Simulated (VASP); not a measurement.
Input of a VASP 6.6.1 run:

The input INCAR:

```
ALGO     = Normal         # electronic algorithm
EDIFF    = 1E-6           # SCF threshold, eV
ENCUT    = 520            # plane-wave cutoff, eV
GGA      = PE             # functional
ISIF     = 2              # what is computed and relaxed
ISMEAR   = -1             # smearing method
LASPH    = T              # aspherical terms in the spheres
LCHARG   = T              # write CHGCAR
LELF     = T              # ELF
LREAL    = F              # projectors in reciprocal space
LVHAR    = T            
LWAVE    = F              # write WAVECAR
NBANDS   = 20             # bands
NELM     = 100            # most SCF steps
PREC     = Accurate       # precision mode
SIGMA    = 0.02           # smearing width, eV
```

KPOINTS

```
k-points
0
Gamma
  10 10 10
```

POSCAR

```
MoS2
1.0
    1.5717148251      0.9074299773      6.2249093855
   -1.5717148251      0.9074299773      6.2249093855
    0.0000000000     -1.8148599547      6.2249093855
Mo S
1 2
Direct
   -0.0000154089     -0.0000154089     -0.0000154089
    0.4171388850      0.4171388850      0.4171388850
    0.2495431906      0.2495431906      0.2495431906
```

Potentials or basis: VASP PAW PBE potentials, release 64 (Mo_sv, S).

The run is started by

```console
$ cat potpaw_PBE.64/Mo_sv/POTCAR potpaw_PBE.64/S/POTCAR > POTCAR
$ mpirun -np 1 vasp_std > vasp.out
```

Q: Predict the band gap on the k mesh.

A: 1.03 eV (least direct gap 2.02 eV).

Q: Estimate the largest force.

A: 0.106 eV/Å.

Q: Predict the pressure.

A: 4.2 GPa.

Stress tensor (GPa, compression positive):
```
4.67 0.00 0.00
0.00 4.67 0.00
0.00 0.00 3.33
```

Caveat: the cell differs from its parent crystal (epitaxial xy strain -1.0%); the cell stands under pressure. A k mesh can miss the band edges.
